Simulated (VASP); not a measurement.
Write the native input for VASP 6.6.1 that does the following.

| Property | Result |
| --- | --- |
| Task | single point |
| Functional | r2SCAN |
| Potentials or basis | VASP PAW PBE potentials, release 64 (Pt) |
| Cutoff | 520 eV |
| k mesh | 26 × 26 × 26 |
| Occupations | gaussian, width 0.15 eV |
| Spin | no spin polarisation |
| Dipole correction | no |
| Further INCAR settings | ALGO = Normal; EDIFF = 1e-07; NBANDS = 11 |

Crystal: Pt.

```xyz
1
Lattice="-1.6166 1.6166 1.5930 1.6166 -1.6166 1.5930 1.6166 1.6166 -1.5930" Properties=species:S:1:pos:R:3 pbc="T T T"
Pt    0.0000    0.0000    0.0000
```

This cell differs from its parent crystal: strain +0.030 along x and y, +0.015 along z.

These files were run (other wordings do the same):

POSCAR

```
Pt
1.0
   -1.6165709830      1.6165709830      1.5930286872
    1.6165709830     -1.6165709830      1.5930286872
    1.6165709830      1.6165709830     -1.5930286872
Pt
1
Direct
    0.0000000000      0.0000000000      0.0000000000
```

INCAR.step1

```
SYSTEM = Pt
PREC = Accurate
ENCUT = 520
ISMEAR = 0
SIGMA = 0.15
LREAL = .False.
LASPH = .True.
NELM = 80
NBANDS = 11
GGA = PE
ALGO = Normal
EDIFF = 1E-4
LWAVE = .True.
LCHARG = .False.
```

INCAR.step2

```
SYSTEM = Pt
PREC = Accurate
ENCUT = 520
EDIFF = 1E-7
ISMEAR = 0
SIGMA = 0.15
LREAL = .False.
LASPH = .True.
NELM = 80
ALGO = Normal
ISIF = 2
LWAVE = .False.
LCHARG = .True.
METAGGA = R2SCAN
LMIXTAU = .True.
LELF = .True.
LVHAR = .True.
NBANDS = 11
ISTART = 1
```

KPOINTS

```
regular mesh
0
Gamma
  26 26 26
  0 0 0
```

Potentials or basis: VASP PAW PBE potentials, release 64 (Pt).

Launch:

```sh
$ cat potpaw_PBE.64/Pt/POTCAR > POTCAR
$ cp INCAR.step1 INCAR
$ mpirun -np 1 vasp_std > vasp.out
$ cp INCAR.step2 INCAR
$ mpirun -np 1 vasp_std > vasp.out
```

Results of the run:

```yaml
Pressure: -15.2 GPa
Band_gap_on_the_k_mesh: zero (band 5 reaches 10.04 eV, above the bottom of band 6 at 7.93 eV)
```

Caveat: the cell differs from its parent crystal (strain +0.030 along x and y, +0.015 along z); the PAW data sets were made with another functional, which shifts forces and pressure a little; spin-orbit coupling is left out, which moves the levels of the heavy elements.

Run time: 22 min on 1 thread of Oxide Virtual Turin-like Processor (shared host), peak memory 0.32 GiB.
